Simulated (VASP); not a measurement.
Runs of VASP 6.6.1 on BP. The structure is that of space group I-4m2 (No. 119), or close to it. The cells are those of the table. 

| cell | gap on the mesh (eV) | pressure (GPa) |
| --- | --- | --- |
| a = 3.379, b = 3.170 Å, angles 62.0, 55.9, 62.0°, 2 atoms | 0.47 | -10.9 |
| a = 3.246, b = 3.435 Å, angles 58.1, 63.9, 58.1°, 2 atoms | none | -11.0 |
| a = 3.350, b = 3.212 Å, angles 61.3, 57.3, 61.3°, 2 atoms | 0.77 | -10.9 |
| a = 3.261, b = 3.389 Å, angles 58.7, 62.6, 58.7°, 2 atoms | 0.23 | -11.0 |
| a = 3.279, b = 3.344 Å, angles 59.3, 61.3, 59.3°, 2 atoms | (b) | -10.9 |
| a = 3.219, b = 3.406 Å, angles 58.1, 63.9, 58.1°, 2 atoms | none | (a) |
| a = 3.322, b = 3.186 Å, angles 61.3, 57.3, 61.3°, 2 atoms | 0.73 | -7.8 |

Alike in all rows: task single point; level PBE; potentials or basis VASP PAW PBE potentials, release 64 (B, P); no spin polarisation; k mesh 12 × 12 × 12; cutoff (eV) 520; smearing gaussian 0.05 eV.

Q: Fill in the values left out.

A: (a) -8.0; (b) 0.78.

Caveats: semilocal functionals underestimate gaps, and a narrow one can read as zero; the stress differs along the axes, from -34 to 1 GPa (at least some runs); the stress differs along the axes, from -19 to 6 GPa (at least some runs); the stress differs along the axes, from -26 to -4 GPa (at least some runs); the stress differs along the axes, from -17 to 1 GPa (at least some runs); the stress differs along the axes, from -14 to -5 GPa (at least some runs); the stress differs along the axes, from -17 to 9 GPa (at least some runs).

A k mesh can miss the band edges.

A gap of «none» marks levels without a gap at the run's occupations.
